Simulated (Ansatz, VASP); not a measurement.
# Ag in VASP and in Ansatz

Contents of INCAR:

```
SYSTEM = Ag
  PREC = Accurate
  ENCUT = 520
  EDIFF = 1E-6
  ISMEAR = 0
  SIGMA = 0.15
  LREAL = .FALSE.
  LASPH = .TRUE.
  NELM = 60
  ALGO = Fast
  ISIF = 2
  LWAVE = .FALSE.
  LCHARG = .FALSE.
  GGA = PS
  NBANDS = 12
```

KPOINTS

```
regular mesh
0
G
  20 20 20
  0 0 0
```

POSCAR

```
Ag
1.0
   -1.7881063200      1.7881063200      1.5232016800
    1.7881063200     -1.7881063200      1.5232016800
    1.7881063200      1.7881063200     -1.5232016800
Ag
1
Direct
    0.0000000000      0.0000000000      0.0000000000
```

Input for Ansatz:

```yaml
crystal:
  lattice:
    - [-1.78810632, 1.78810632, 1.52320168]
    - [1.78810632, -1.78810632, 1.52320168]
    - [1.78810632, 1.78810632, -1.52320168]
  atoms:
    - { symbol: Ag, position: [0.0, 0.0, 0.0] }
basis:
  ecutwfc: 420
kpoints:
  mp_grid: { grid: [20, 20, 20] }
hamiltonian:
  xc: pbesol
scf:
  occupations: { method: gaussian, width: 0.15 }
output:
  forces: true
  stress: true
  eigenvalues: true
```

Change from the starting cell: strain +0.080 along x and y, -0.080 along z, atoms carried along.

Alike in both runs: task single point; functional PBEsol; k mesh 20 × 20 × 20; occupations gaussian, width 0.15 eV; no spin polarisation.

|  | VASP | Ansatz |
| --- | --- | --- |
| version | VASP 6.6.1 | Ansatz 0.2.0 |
| potentials or method | VASP PAW PBE potentials, release 64 (Ag), cutoff 520 eV | scalar-relativistic, plane waves, PAW |
| valence electrons in the cell | 11 | 19 |

```tsv
	VASP	Ansatz	Ansatz less VASP
gap on the k mesh at the Fermi level (eV)	none	none	-
pressure (GPa)	-11.1	-11.1	+0.02
traceless stress, the component that is largest in VASP (GPa)	-0.07	-0.07	0.000
```

VASP's potentials were made for PBE, not for PBEsol. A gap of «none» marks a metal or a gap that the smearing closes. VASP's potentials hold 11 valence electrons a cell and Ansatz's 19, so a difference there can come from the potentials and not from the codes.
